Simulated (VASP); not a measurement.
# H3CCl in VASP: notebook

H3CCl is run at these levels: PBE+D3(BJ); tasks: single point.

Program: VASP 6.6.1. These are calculated values, not measurements. Logs are shortened: lines on timing, memory, paths and dates and some standing lists are left out, and cuts for length are marked.

### Step 1. The cell of the first run

The cell holds an amorphous packing of atoms, 40 atoms: a = 9.854 Å, b = 9.854 Å, c = 9.854 Å, α = 90.00°, β = 90.00°, γ = 90.00°.

### Step 2. Single point, PBE+D3(BJ)

File INCAR:

```
PREC = Accurate
ENCUT = 520
EDIFF = 1E-6
ISMEAR = -1
SIGMA = 0.05
LREAL = Auto
LASPH = T
NELM = 80
ALGO = Normal
ISIF = 2
LWAVE = F
LCHARG = F
GGA = PE
IVDW = 12
NBANDS = 82
```

File KPOINTS:

```
regular mesh
0
Gamma
  1 1 1
```

File POSCAR:

```
H3CCl
1.0
    9.8538750000      0.0000000000      0.0000000000
    0.0000000000      9.8538750000      0.0000000000
    0.0000000000      0.0000000000      9.8538750000
C Cl H
8 8 24
Direct
    0.0047696972      0.2513731907      0.1930509571
    0.1213431264      0.6553056539      0.2234755363
    0.4513858761      0.1592368484      0.1736981644
    0.9732414913      0.5260062666      0.8281919549
    0.3875226751      0.5046035189      0.6179802362
    0.9018989991      0.9313696388      0.3201989065
    0.7871725590      1.0181172381      0.8052669635
    0.8174652104      0.5662949855      0.3405665284
    0.0165823090      0.2305285992      0.3793938933
    0.1847090612      0.7170986033      0.3845796704
    0.4249292791      0.3121817559      0.2772513351
    0.8468851087      0.5547969707      0.9448567188
    0.4739150842      0.5954713247      0.4940492953
    0.8498890031      0.9733226776      0.4900204234
    0.8840481536      0.8660653804      0.7633748145
    0.8739506032      0.5756111175      0.5159696059
    0.0116806840      0.3579404042      0.1652243407
    0.0748740978      0.1753523360      0.1433040301
   -0.0925016808      0.2217503266      0.1569940759
    0.0525275590      0.7302812345      0.1743172102
    0.2120790045      0.6249927059      0.1557153912
    0.0924610876      0.5467798201      0.2415496442
    0.5037612107      0.1909096675      0.0800294300
    0.5111897604      0.0870824929      0.2389009400
    0.3542565742      0.1015235123      0.1785794928
    0.9300706575      0.4848650911      0.7394045490
    1.0200251170      0.6274485926      0.8160140046
    1.0661491038      0.4722913575      0.8810544075
    0.4244624577      0.5321764281      0.7172609760
    0.2848524058      0.5391787495      0.6028389847
    0.3833111339      0.3997513668      0.5825829940
    0.8887468128      1.0164123251      0.2466846799
    1.0043865992      0.9009552080      0.3442199135
    0.8488031358      0.8413035481      0.2950615874
    0.6705382400      0.9993936396      0.8087985691
    0.8218898657      1.0659258414      0.9032893151
    0.7982950870      1.0786619477      0.7067879388
    0.7435247555      0.6520886453      0.3348936332
    0.9002955690      0.5831310018      0.2698430820
    0.7559056716      0.4700384367      0.3354619376
```

Potentials or basis: VASP PAW PBE potentials, release 64 (C, Cl, H).

Run with:

```sh
> cat potpaw_PBE.64/C/POTCAR potpaw_PBE.64/Cl/POTCAR potpaw_PBE.64/H/POTCAR > POTCAR
> mpirun -np 1 vasp_gam > vasp.out
```

OUTCAR:

```text
PREC = Accurate
   ENCUT = 520
   EDIFF = 1E-6
   ISMEAR = -1
   LREAL = Auto
   LASPH = T
   NELM = 80
   ISIF = 2
   GGA = PE
   IVDW = 12
 IVDW          = 12

 ion  position               nearest neighbor table
   1  0.005  0.251  0.193-  19 1.06  17 1.09  18 1.13   9 1.85
   2  0.121  0.655  0.223-  20 1.11  22 1.12  21 1.16  10 1.81
   3  0.451  0.159  0.174-  23 1.10  25 1.11  24 1.12  11 1.84
   4  0.973  0.526  0.828-  26 1.05  27 1.11  28 1.18  12 1.72
   5  0.388  0.505  0.618-  30 1.08  29 1.08  31 1.09  13 1.74
   6  0.902  0.931  0.320-  34 1.06  33 1.08  32 1.12  14 1.80
   7  0.787  0.018  0.805-  36 1.13  37 1.14  35 1.16  15 1.82
   8  0.817  0.566  0.341-  39 1.09  38 1.12  40 1.13  16 1.82
   9  0.017  0.231  0.379-   1 1.85
  10  0.185  0.717  0.385-   2 1.81
  11  0.425  0.312  0.277-   3 1.84
  12  0.847  0.555  0.945-   4 1.72
  13  0.474  0.595  0.494-   5 1.74
  14  0.850  0.973  0.490-   6 1.80
[... 24 lines left out ...]
  39  0.900  0.583  0.270-   8 1.09
  40  0.756  0.470  0.335-   8 1.13

  LATTYP: Found a simple cubic cell.
 ALAT       =     9.8538750000

  Lattice vectors:

 A1 = (   9.8538750000,   0.0000000000,   0.0000000000)
 A2 = (   0.0000000000,   9.8538750000,   0.0000000000)
 A3 = (   0.0000000000,   0.0000000000,   9.8538750000)

Analysis of symmetry for initial positions (statically):
=====================================================================
 Subroutine PRICEL returns:
 Original cell was already a primitive cell.

 Routine SETGRP: Setting up the symmetry group for a
 simple cubic supercell.

 Subroutine GETGRP returns: Found  1 space group operations
 (whereof  1 operations were pure point group operations)
 out of a pool of 48 trial point group operations.

The static configuration has the point symmetry C_1 .

Analysis of symmetry for dynamics (positions and initial velocities):
=====================================================================
 Subroutine PRICEL returns:
 Original cell was already a primitive cell.

 Routine SETGRP: Setting up the symmetry group for a
 simple cubic supercell.

 Subroutine GETGRP returns: Found  1 space group operations
 (whereof  1 operations were pure point group operations)
 out of a pool of 48 trial point group operations.

The dynamic configuration has the point symmetry C_1 .

 Subroutine INISYM returns: Found  1 space group operations
 (whereof  1 operations are pure point group operations),
 and found     1 'primitive' translations
[... 151 lines left out ...]
   IBRION =     -1    ionic relax: 0-MD 1-quasi-New 2-CG
   NFREE  =      0    steps in history (QN), initial steepest desc. (CG)
   ISIF   =      2    stress and relaxation
   ISYM   =      2    0-nonsym 1-usesym 2-fastsym
   POTIM  = 0.5000    time-step for ionic-motion
   TEBEG  =    0.0;   TEEND  =   0.0 temperature during run
   PSTRESS=    0.0 pullay stress
   NELECT =     112.0000    total number of electrons
   NUPDOWN=      -1.0000    fix difference up-down
   EMIN   =  10.00;   EMAX   =-10.00  energy-range for DOS
   EFERMI =   0.00;   METHOD = LEGACY
   ISMEAR =    -1;   SIGMA  =   0.05  broadening in eV -4-tet -1-fermi 0-gaus
   EFERMI_NEDOS =   21; number of points for ismear=-14 and -15
   IALGO  =     38    algorithm
   IMIX   =      4    mixing-type and parameters
     AMIX     =   0.40;   BMIX     =  1.00
     AMIX_MAG =   1.60;   BMIX_MAG =  1.00
  volume/ion in A,a.u.               =      23.92       161.42
  Fermi-wavevector in a.u.,A,eV,Ry     =   0.800830  1.513350  8.725811  0.641329
  Thomas-Fermi vector in A             =   1.908201
   LORBIT       =      0    0 simple, 1 ext, 2 COOP (PROOUT), +10 PAW based schemes
   GGA     = PE    functional components
   LHFCALC =     F    Hartree Fock is set to
   AEXX    =    0.0000 exact exchange contribution
   IVDW    =    12    specifies the selected vdW correction
   LEPSILON=     F    determine dielectric tensor
   LRPA    =     F    only Hartree local field effects (RPA)
 non-spin polarized calculation
  energy-cutoff  :      520.00
  volume of cell :      956.80
 maximum number of plane-waves:     12839
 NGX is ok and might be reduce to    80
   NGX = 37   NGY = 37   NGZ = 37

 number of electron     112.0000000 magnetization

 Free energy of the ion-electron system (eV)
  ---------------------------------------------------
  ext. energy  EPLUGINS =         0.00000000
  ---------------------------------------------------
  free energy    TOTEN  =      -176.86314478 eV

  energy without entropy =     -176.86314478  energy(sigma->0) =     -176.86314478

 E-fermi :  -2.3474     XC(G=0):  -4.8687

 val. band max:       -3.5707452468   @ k =   0.0000   0.0000   0.0000
 cond. band min:       0.7918168588   @ k =   0.0000   0.0000   0.0000
 fundamental gap:      4.3625621056
 Fermi energy:        -2.3474158945

 k-point     1 :       0.0000    0.0000    0.0000
  band No.  band energies     occupation
      1     -19.2779      2.00000
      2     -18.8679      2.00000
      3     -18.7070      2.00000
      4     -18.6345      2.00000
      5     -18.5697      2.00000
      6     -18.4732      2.00000
[... 60 lines left out ...]
     67       2.5475      0.00000
     68       2.7657      0.00000
 [bands above 68 left out]

------------------------ aborting loop because EDIFF is reached ----------------------------------------

 Edisp (eV)   -1.50227

 E8    (eV) :    -0.4122

  FORCE on cell =-STRESS in cart. coord.  units (eV):
  Direction    XX          YY          ZZ          XY          YZ          ZX
  --------------------------------------------------------------------------------------
  -------------------------------------------------------------------------------------
  Total       1.36558    -3.97394    -4.83960     3.99397    -1.12260    -3.05407
  in kB       2.28669    -6.65443    -8.10399     6.68797    -1.87981    -5.11410
  external pressure =       -4.16 kB  Pullay stress =        0.00 kB

 VOLUME and BASIS-vectors are now :
 -----------------------------------------------------------------------------
  energy-cutoff  :      520.00
  volume of cell :      956.80
      direct lattice vectors                 reciprocal lattice vectors
     9.853875000  0.000000000  0.000000000     0.101482919  0.000000000  0.000000000
     0.000000000  9.853875000  0.000000000     0.000000000  0.101482919  0.000000000
     0.000000000  0.000000000  9.853875000     0.000000000  0.000000000  0.101482919

 POSITION                                       TOTAL-FORCE (eV/Angst)
 -----------------------------------------------------------------------------------
      0.04700      2.47700      1.90230         0.957888     -0.998468      0.620277
      1.19570      6.45730      2.20210         2.141335     -1.525672     -0.518581
      4.44790      1.56910      1.71160        -0.054391     -0.611877      2.121621
      9.59020      5.18320      8.16090         3.536906      0.865504      1.988029
      3.81860      4.97230      6.08950        -0.993271     -0.127727     -0.854157
      8.88720      9.17760      3.15520         0.242786      0.904233      0.766709
[... 32 lines left out ...]
      8.87140      5.74610      2.65900        -0.024116     -0.433381      0.039734
      7.44860      4.63170      3.30560         0.863360      0.703671     -0.415545
 -----------------------------------------------------------------------------------
    total drift:                                0.002949     -0.012840     -0.013697

  FREE ENERGIE OF THE ION-ELECTRON SYSTEM (eV)
  ---------------------------------------------------
  free  energy   TOTEN  =      -178.3654145859 eV

  energy  without entropy=     -178.3654145858  energy(sigma->0) =     -178.36541459
```

It took 6.2 min on 1 thread of AMD EPYC 7R43 (Zen 3), shared host; peak memory 0.83 GiB.

Results:

| Quantity | Value |
| --- | --- |
| Free energy | -178.3654 eV |
| Pressure | -0.4 GPa |
| Largest force | 4.149 eV/Å |
| Band gap on the k mesh | 4.36 eV |
| Dispersion energy per atom | -0.038 eV |

Forces on the atoms (eV/Å):
```
C    0.958 -0.998  0.620
C    2.141 -1.526 -0.519
C   -0.054 -0.612  2.122
C    3.537  0.866  1.988
C   -0.993 -0.128 -0.854
C    0.243  0.904  0.767
C   -1.310  0.231 -1.172
C   -1.878  0.153  1.252
Cl   0.060  0.527 -1.507
Cl  -0.318  0.069 -0.817
Cl   0.162 -0.516 -0.519
Cl  -1.319 -0.155  1.305
Cl   1.239  0.610 -0.702
Cl  -0.636  0.176 -0.821
Cl  -0.519  0.379  1.300
Cl   0.110 -0.057 -0.646
H    0.697  0.119 -0.002
H   -0.093  1.197  0.528
H   -1.384 -0.399  0.146
H    0.227 -0.801  0.355
H   -0.801  1.328  0.650
H   -0.919  1.050  0.115
H   -0.602 -0.454  0.132
H    0.352  0.842 -0.610
H    0.155  0.753 -1.126
H    0.010 -0.769 -1.094
H   -0.298 -0.208 -0.793
H   -1.838  0.069 -1.142
H    0.269 -0.435  0.456
H   -0.827  0.241  0.473
H    0.508 -0.375  0.695
H    0.118 -0.614  0.594
H    0.742  0.190 -0.728
H   -0.851 -0.766 -0.587
H    1.806 -0.258  0.224
H   -0.076 -0.351 -1.105
H    0.162 -0.037  1.629
H    0.382 -0.514 -0.233
H   -0.024 -0.433  0.040
H    0.863  0.704 -0.416
```

Caveat: the k points lie up to 0.64 Å⁻¹ apart.

### Step 3. Single point, PBE+D3(BJ)

File INCAR:

```
SYSTEM = H3CCl
PREC     = Accurate       ! precision mode
ENCUT    = 520            ! plane-wave cutoff, eV
EDIFF    = 1E-6           ! SCF threshold, eV
ISMEAR   = -1             ! smearing method
SIGMA    = 0.05           ! smearing width, eV
LREAL    = Auto         
LASPH    = .True.         ! aspherical terms in the spheres
NELM     = 80             ! most SCF steps
ALGO     = Normal         ! electronic algorithm
ISIF     = 2              ! what is computed and relaxed
LWAVE    = .False.        ! write WAVECAR
LCHARG   = .False.        ! write CHGCAR
GGA      = PE             ! functional
IVDW     = 12             ! dispersion correction
NBANDS   = 82             ! bands
```

File KPOINTS:

```
Automatic mesh
0
Gamma
  1 1 1
  0 0 0
```

File POSCAR:

```
H3CCl
1.0
    9.8538750000      0.0000000000      0.0000000000
    0.0000000000      9.8538750000      0.0000000000
    0.0000000000      0.0000000000      9.8538750000
C Cl H
8 8 24
Direct
    0.0030749325      0.2367292055      0.1898948383
    0.1392142685      0.6465476779      0.2063553678
    0.4463523233      0.1620986668      0.1769659144
    0.9893569789      0.5332622953      0.8287298144
    0.3701285027      0.4951453109      0.6190153620
    0.8909388439      0.9322626885      0.3270388553
    0.7956260862      1.0208674253      0.7906026817
    0.8105136304      0.5631084218      0.3434892365
    0.0197384278      0.2219938857      0.3743095990
    0.1830548896      0.7123289061      0.3721683094
    0.4396848955      0.3231926526      0.2763481372
    0.8590630589      0.5535284342      0.9597645596
    0.4811203714      0.5997640522      0.4972460073
    0.8594588423      0.9618348112      0.4965660717
    0.8744072763      0.8688967538      0.7672514620
    0.8750161738      0.5768898022      0.5149040352
    0.0374573455      0.3459349748      0.1699432964
    0.0643300225      0.1624538570      0.1403102840
   -0.1118341769      0.2174170060      0.1731095635
    0.0367469650      0.6830206391      0.2066699649
    0.2139056970      0.6887645723      0.1323946163
    0.1348707996      0.5394831982      0.2038893329
    0.4824497977      0.1703898213      0.0709670054
    0.4977940150      0.0896601591      0.2453045122
    0.3480661161      0.1340589362      0.1564359199
    0.9578668290      0.4399791960      0.7600157299
    0.9918839035      0.6256421966      0.7704278774
    1.0672958608      0.4931663939      0.8885032538
    0.4296279382      0.4907409522      0.7210564372
    0.2595730106      0.5329476982      0.6281386764
    0.3665360074      0.3899176720      0.5777321105
    0.8459413175      1.0223592242      0.2830358615
    0.9928276947      0.9283048547      0.3019827225
    0.8322411234      0.8367469650      0.2961576030
    0.6916568355      0.9990485976      0.7947431848
    0.8178001040      1.0533216628      0.8948560845
    0.8145425023      1.1097461658      0.7274904543
    0.7260392485      0.6316398371      0.3299920082
    0.8941457041      0.6079435755      0.2806104198
    0.7933934620      0.4511118722      0.3366594360
```

Potentials or basis: VASP PAW PBE potentials, release 64 (C, Cl, H).

Run with:

```sh
> cat potpaw_PBE.64/C/POTCAR potpaw_PBE.64/Cl/POTCAR potpaw_PBE.64/H/POTCAR > POTCAR
> mpirun -np 1 vasp_gam > vasp.out
```

Wall time 4.8 min (1 thread of AMD EPYC 7R43 (Zen 3), shared host); peak memory 0.85 GiB.

The run converged. Its results:

```
Free energy                : -178.0976 eV
Pressure                   : 0.0 GPa
Largest force              : 3.929 eV/Å
Band gap on the k mesh     : 4.18 eV
Dispersion energy per atom : -0.037 eV
```

Forces in eV/Å, atoms in the order of the input:
```
C   -1.801  1.791  1.212
C    0.733  1.664  0.617
C    1.674  1.102  0.753
C   -2.861 -2.519 -0.949
C    0.549  0.006  0.528
C   -3.266 -0.719 -0.720
C    0.057  1.548  1.895
C    1.566 -0.231  0.469
Cl   0.341  0.132 -0.627
Cl   0.423 -0.269 -0.095
Cl   0.167 -0.950 -1.071
Cl   0.001 -0.045 -0.417
Cl  -1.271 -1.075  1.420
Cl   0.086 -0.244  0.721
Cl   1.146 -1.297  0.188
Cl  -0.327  0.156 -0.029
H   -0.689 -1.474 -0.231
H    0.548 -0.599 -0.341
H    1.819  0.565 -0.204
H   -0.503  0.423 -1.269
H   -0.828 -0.199  0.284
H    0.367 -1.398  0.235
H    0.965  0.493  0.639
H   -0.020  0.155 -0.629
H   -2.778 -0.800  0.302
H    0.259  1.879  1.012
H    0.640  0.338 -0.047
H    2.041  0.217  0.525
H   -1.078  0.382 -1.589
H    1.791 -0.008 -0.250
H    0.144  0.643 -0.033
H   -0.164 -0.027 -0.932
H    2.236 -0.312 -0.236
H    0.853  1.203  0.163
H   -1.878 -0.097 -0.344
H    0.212  0.158  0.093
H    0.440 -0.371 -0.697
H   -0.758 -0.230  0.181
H   -0.675 -1.007  0.173
H   -0.161  1.018 -0.698
```

Stress tensor (GPa, compression positive):
```
 0.70 -0.69  0.20
-0.69 -0.75 -0.30
 0.20 -0.30 -0.09
```

Levels at points of the mesh, in eV from the valence-band top:
| k point | band 53 | band 54 | band 55 | band 56 | band 57 | band 58 | band 59 | band 60 |
| --- | --- | --- | --- | --- | --- | --- | --- | --- |
| (0.00, 0.00, 0.00) | -0.73 | -0.56 | -0.34 | 0.00 | 4.18 | 4.22 | 4.68 | 4.80 |

Caveat: the k points lie up to 0.64 Å⁻¹ apart.

(Part 1 of 3 ends here.)
